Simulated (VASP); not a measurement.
# SrO (Fm-3m) in VASP: a series of runs, part 2 of 2

VASP 6.6.1. The steps go on from the part before.

## 5. Single point, r2SCAN

This run uses another cell than the first one, of 16.15 Å³/atom.

The input, POSCAR:

```
SrO
1.0
    0.0000000000      2.5278562600      2.5278562600
    2.5278562600      0.0000000000      2.5278562600
    2.5278562600      2.5278562600      0.0000000000
Sr O
1 1
Direct
    0.5000000000      0.5000000000      0.5000000000
    0.0000000000      0.0000000000      0.0000000000
```

The input, INCAR.step1:

```
  PREC = Accurate
  ENCUT = 520
  ISMEAR = -1
  SIGMA = 0.02
  LREAL = F
  LASPH = T
  NELM = 100
  NBANDS = 15
  GGA = PE
  ALGO = Normal
  EDIFF = 1E-4
  LWAVE = T
  LCHARG = F
```

The input, INCAR.step2:

```
  PREC = Accurate
  ENCUT = 520
  EDIFF = 1E-7
  ISMEAR = -1
  SIGMA = 0.02
  LREAL = F
  LASPH = T
  NELM = 100
  ALGO = Normal
  ISIF = 2
  LWAVE = F
  LCHARG = F
  METAGGA = R2SCAN
  LMIXTAU = T
  NBANDS = 15
  ISTART = 1
```

The input, KPOINTS:

```
Automatic mesh
0
Gamma
  10 10 10
```

Potentials or basis: VASP PAW PBE potentials, release 64 (Sr_sv, O).

Launch:

```console
cat potpaw_PBE.64/Sr_sv/POTCAR potpaw_PBE.64/O/POTCAR > POTCAR
cp INCAR.step1 INCAR
mpirun -np 1 vasp_std > vasp.out
cp INCAR.step2 INCAR
mpirun -np 1 vasp_std > vasp.out
```

OUTCAR:

```text
PREC = Accurate
   ENCUT = 520
   EDIFF = 1E-7
   ISMEAR = -1
   LREAL = F
   LASPH = T
   NELM = 100
   ISIF = 2
   METAGGA = R2SCAN
   ISTART = 1

 ion  position               nearest neighbor table
   1  0.500  0.500  0.500-   2 2.53   2 2.53   2 2.53   2 2.53   2 2.53   2 2.53
   2  0.000  0.000  0.000-   1 2.53   1 2.53   1 2.53   1 2.53   1 2.53   1 2.53

  LATTYP: Found a face centered cubic cell.
 ALAT       =     5.0557125200

  Lattice vectors:

 A1 = (   0.0000000000,   2.5278562600,   2.5278562600)
 A2 = (   2.5278562600,   0.0000000000,   2.5278562600)
 A3 = (   2.5278562600,   2.5278562600,   0.0000000000)

Analysis of symmetry for initial positions (statically):
=====================================================================
 Subroutine PRICEL returns:
 Original cell was already a primitive cell.

 Routine SETGRP: Setting up the symmetry group for a
 face centered cubic supercell.

 Subroutine GETGRP returns: Found 48 space group operations
 (whereof 48 operations were pure point group operations)
 out of a pool of 48 trial point group operations.

The static configuration has the point symmetry O_h .

Analysis of symmetry for dynamics (positions and initial velocities):
=====================================================================
 Subroutine PRICEL returns:
 Original cell was already a primitive cell.

 Routine SETGRP: Setting up the symmetry group for a
 face centered cubic supercell.

 Subroutine GETGRP returns: Found 48 space group operations
 (whereof 48 operations were pure point group operations)
 out of a pool of 48 trial point group operations.

The dynamic configuration has the point symmetry O_h .

 Subroutine INISYM returns: Found 48 space group operations
 (whereof 48 operations are pure point group operations),
 and found     1 'primitive' translations

----------------------------------------------------------------------------------------

                                     Primitive cell

  volume of cell :      32.3063

  direct lattice vectors                    reciprocal lattice vectors
     0.000000000  2.527856260  2.527856260    -0.197796057  0.197796057  0.197796057
     2.527856260  0.000000000  2.527856260     0.197796057 -0.197796057  0.197796057
     2.527856260  2.527856260  0.000000000     0.197796057  0.197796057 -0.197796057

  length of vectors
     3.574928607  3.574928607  3.574928607     0.342592820  0.342592820  0.342592820

  position of ions in fractional coordinates (direct lattice)
     0.500000000  0.500000000  0.500000000
     0.000000000  0.000000000  0.000000000

  ion indices of the primitive-cell ions
   primitive index   ion index
                 1           1
                 2           2

----------------------------------------------------------------------------------------

 KPOINTS: Automatic mesh

Automatic generation of k-mesh.
 Grid dimensions read from file:
 generate k-points for:   10   10   10

 Generating k-lattice:

  Cartesian coordinates                     Fractional coordinates (reciprocal lattice)
    -0.019779606  0.019779606  0.019779606     0.100000000  0.000000000  0.000000000
     0.019779606 -0.019779606  0.019779606     0.000000000  0.100000000  0.000000000
     0.019779606  0.019779606 -0.019779606     0.000000000  0.000000000  0.100000000

  Length of vectors
     0.034259282  0.034259282  0.034259282

  Shift w.r.t. Gamma in fractional coordinates (k-lattice)
     0.000000000  0.000000000  0.000000000

 Subroutine IBZKPT returns following result:
 ===========================================

 Found     47 irreducible k-points:

 Following reciprocal coordinates:
            Coordinates               Weight
  0.000000  0.000000  0.000000      1.000000
  0.100000  0.000000  0.000000      8.000000
  0.200000  0.000000  0.000000      8.000000
  0.300000  0.000000  0.000000      8.000000
  0.400000  0.000000  0.000000      8.000000
  0.500000  0.000000  0.000000      4.000000
[... 16 lines left out ...]
  0.300000  0.300000  0.000000      6.000000
  0.400000  0.300000  0.000000     24.000000
 [... further k-points ...]
   k-points           NKPTS =     47   k-points in BZ     NKDIM =     47   number of bands    NBANDS=     15
   number of dos      NEDOS =    301   number of ions     NIONS =      2
   total plane-waves  NPLWV =  21952
   dimension x,y,z NGX =    28 NGY =   28 NGZ =   28
   dimension x,y,z NGXF=    56 NGYF=   56 NGZF=   56
   ions per type =               1   1
   NGX,Y,Z   is equivalent  to a cutoff of  13.02, 13.02, 13.02 a.u.
   NGXF,Y,Z  is equivalent  to a cutoff of  26.04, 26.04, 26.04 a.u.
 SYSTEM =  unknown system
   PREC   = accura    normal or accurate (medium, high low for compatibility)
   ISTART =      1    job   : 0-new  1-cont  2-samecut
   ICHARG =      0    charge: 1-file 2-atom 10-const
   ISPIN  =      1    spin polarized calculation?
   LNONCOLLINEAR =      F non collinear calculations
   LSORBIT =      F    spin-orbit coupling
   LASPH  =      T    aspherical Exc in radial PAW
   ENCUT  =  520.0 eV  38.22 Ry    6.18 a.u.   6.65  6.65  6.65*2*pi/ulx,y,z
   NELM   =    100;   NELMIN=  2; NELMDL=  0     # of ELM steps
   EDIFF  = 0.1E-06   stopping-criterion for ELM
   LREAL  =      F    real-space projection
   EDIFFG = 0.1E-05   stopping-criterion for IOM
   NSW    =      0    number of steps for IOM
   IBRION =     -1    ionic relax: 0-MD 1-quasi-New 2-CG
   NFREE  =      0    steps in history (QN), initial steepest desc. (CG)
   ISIF   =      2    stress and relaxation
   ISYM   =      2    0-nonsym 1-usesym 2-fastsym
   POTIM  = 0.5000    time-step for ionic-motion
   TEBEG  =    0.0;   TEEND  =   0.0 temperature during run
   PSTRESS=    0.0 pullay stress
   NELECT =      16.0000    total number of electrons
   NUPDOWN=      -1.0000    fix difference up-down
   EMIN   =  10.00;   EMAX   =-10.00  energy-range for DOS
   EFERMI =   0.00;   METHOD = LEGACY
   ISMEAR =    -1;   SIGMA  =   0.02  broadening in eV -4-tet -1-fermi 0-gaus
   EFERMI_NEDOS =   21; number of points for ismear=-14 and -15
   IALGO  =     38    algorithm
   IMIX   =      4    mixing-type and parameters
     AMIX     =   0.40;   BMIX     =  1.00
     AMIX_MAG =   1.60;   BMIX_MAG =  1.00
  volume/ion in A,a.u.               =      16.15       109.01
  Fermi-wavevector in a.u.,A,eV,Ry     =   1.295247  2.447661 22.826000  1.677664
  Thomas-Fermi vector in A             =   2.426778
   LORBIT       =      0    0 simple, 1 ext, 2 COOP (PROOUT), +10 PAW based schemes
   METAGGA = R2SCAN    functional components
   LHFCALC =     F    Hartree Fock is set to
   AEXX    =    0.0000 exact exchange contribution
   IVDW    =     0    specifies the selected vdW correction
   LEPSILON=     F    determine dielectric tensor
   LRPA    =     F    only Hartree local field effects (RPA)
 non-spin polarized calculation
  energy-cutoff  :      520.00
  volume of cell :       32.31
 maximum number of plane-waves:       893
   NGX = 13   NGY = 13   NGZ = 13

 number of electron      15.9999996 magnetization

 Free energy of the ion-electron system (eV)
  ---------------------------------------------------
  ext. energy  EPLUGINS =         0.00000000
  ---------------------------------------------------
  free energy    TOTEN  =       -27.00677545 eV

  energy without entropy =      -27.00677545  energy(sigma->0) =      -27.00677545

 E-fermi :   2.1297     XC(G=0): -10.8506

 val. band max:        1.5860813905   @ k =   0.0000   0.0000   0.0000
 cond. band min:       5.2955354488   @ k =   0.5000   0.5000   0.0000
 fundamental gap:      3.7094540583
 Fermi energy:         2.1297286883

 k-point     1 :       0.0000    0.0000    0.0000
  band No.  band energies     occupation
      1     -31.7090      2.00000
      2     -14.5039      2.00000
      3     -12.6734      2.00000
      4     -12.6734      2.00000
      5     -12.6734      2.00000
      6       1.5861      2.00000
      7       1.5861      2.00000
      8       1.5861      2.00000
      9       6.6396      0.00000
     10       8.4759      0.00000
     11       8.4759      0.00000
     12       8.4759      0.00000
     13      10.9152      0.00000
     14      10.9152      0.00000
     15      15.1498      0.00000
[... 397 lines left out ...]
 k-point    24 :       0.4000    0.3000    0.0000
  band No.  band energies     occupation
      1     -31.5273      2.00000
      2     -15.1580      2.00000
      3     -13.0889      2.00000
      4     -12.9941      2.00000
      5     -12.6479      2.00000
      6       0.5451      2.00000
      7       1.2979      2.00000
      8       1.3703      2.00000
      9       6.0234      0.00000
     10       9.8941      0.00000
     11      12.1104      0.00000
     12      12.2969      0.00000
     13      12.7873      0.00000
     14      13.8482      0.00000
     15      18.8618      0.00000

 [... further k-points ...]
[... 5 lines left out ...]
  --------------------------------------------------------------------------------------
  -------------------------------------------------------------------------------------
  Total        1.4643207      1.4643207      1.4643207      0.0000000     -0.0000000      0.0000000
  in kB       72.6205715     72.6205715     72.6205715      0.0000000     -0.0000000      0.0000000
  external PRESSURE =      72.6205715 kB  Pullay stress =       0.0000000 kB

 VOLUME and BASIS-vectors are now :
 -----------------------------------------------------------------------------
  energy-cutoff  :      520.00
  volume of cell :       32.31
      direct lattice vectors                 reciprocal lattice vectors
     0.000000000  2.527856260  2.527856260    -0.197796057  0.197796057  0.197796057
     2.527856260  0.000000000  2.527856260     0.197796057 -0.197796057  0.197796057
     2.527856260  2.527856260  0.000000000     0.197796057  0.197796057 -0.197796057

 POSITION                                       TOTAL-FORCE (eV/Angst)
 -----------------------------------------------------------------------------------
      2.52786      2.52786      2.52786        -0.000000     -0.000000     -0.000000
      0.00000      0.00000      0.00000         0.000000      0.000000      0.000000
 -----------------------------------------------------------------------------------
    total drift:                                0.000000      0.000000      0.000000

  FREE ENERGIE OF THE ION-ELECTRON SYSTEM (eV)
  ---------------------------------------------------
  free  energy   TOTEN  =       -27.0067754547 eV

  energy  without entropy=      -27.0067754547  energy(sigma->0) =      -27.00677545
```

Run time: 3.8 min. Hardware: 1 thread of AMD EPYC 7R13, shared host; peak memory 0.15 GiB.

Results:

* Free energy: -27.0068 eV
* Pressure: 7.3 GPa
* Band gap on the k mesh: 3.71 eV (least direct gap 3.76 eV)

Caveat: the cell stands under pressure; the PAW data sets were made with another functional, which shifts forces and pressure a little.

## 6. The runs side by side

| level | potentials or basis | cell | gap on the mesh (eV) | pressure (GPa) |
| --- | --- | --- | --- | --- |
| LDA | VASP PAW LDA potentials, release 64 (Sr_sv, O) | a = 3.581 Å, angles 60.0°, 2 atoms | 3.06 | 0.8 |
| PBEsol | VASP PAW PBE potentials, release 64 (Sr_sv, O) | a = 3.623 Å, angles 60.0°, 2 atoms | 3.15 | 0.6 |
| PBE | VASP PAW PBE potentials, release 64 (Sr_sv, O) | a = 3.673 Å, angles 60.0°, 2 atoms | 3.28 | 0.5 |
| r2SCAN | VASP PAW PBE potentials, release 64 (Sr_sv, O) | a = 3.575 Å, angles 60.0°, 2 atoms | 3.71 | 7.3 |

Alike in all rows: task single point; no spin polarisation; k mesh 10 × 10 × 10; cutoff (eV) 520; smearing fermi-dirac 0.02 eV.

Caveats: the PAW data sets were made with another functional, which shifts forces and pressure a little (at least some runs); the cell stands under pressure (at least some runs).

Total energies depend on the potentials used, so only differences within one code and one set of settings carry meaning.
